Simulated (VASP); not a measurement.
In: single point with PBEsol

In:

```
In
1.0
     1.66964    0.96397    8.20746
    -1.66964    0.96397    8.20746
     0.00000   -1.92793    8.20746
In
3
Direct
  0.22199 0.22199 0.22199
  0.77801 0.77801 0.77801
  0.00000 0.00000 0.00000
```

| Item | Value |
| --- | --- |
| Program | VASP 6.6.1 |
| Task | single point |
| Functional | PBEsol |
| Potentials or basis | VASP PAW PBE potentials, release 64 (In_d) |
| Cutoff | 520 eV |
| k mesh | 9 × 9 × 9 |
| Occupations | fermi-dirac, width 0.05 eV |
| Spin | non-collinear spin, zero start, spin-orbit coupling |
| Starting moments | [[0.0, 0.0, 0.0], [0.0, 0.0, 0.0], [0.0, 0.0, 0.0]] μB |
| Dipole correction | no |
| Further INCAR settings | ALGO = Normal; EDIFF = 1e-07; NBANDS = 52 |

| Item | Value |
| --- | --- |
| Pressure | -1.2 GPa |
| Largest force | 0.020 eV/Å |
| Net moment | 0.00 μB per cell |
| Valence electrons inside the program's atomic spheres | In 11.33 |

Forces on the atoms (eV/Å):
```
In   0.000  0.000 -0.020
In   0.000  0.000  0.020
In   0.000  0.000  0.000
```

Stress tensor (GPa, compression positive):
```
-1.02  0.00  0.00
 0.00 -1.02  0.00
 0.00  0.00 -1.58
```

Moments on the atoms (μB; x, y, z):
```
In  0.00 0.00 0.00
In  0.00 0.00 0.00
In  0.00 0.00 0.00
```

It took 33 min on 4 MPI ranks on AMD EPYC 7R13 Processor (Zen 3), with other jobs on the host, peak memory 1.7 GiB a rank.

Caveat: the PAW data sets were made with another functional, which shifts forces and pressure a little.
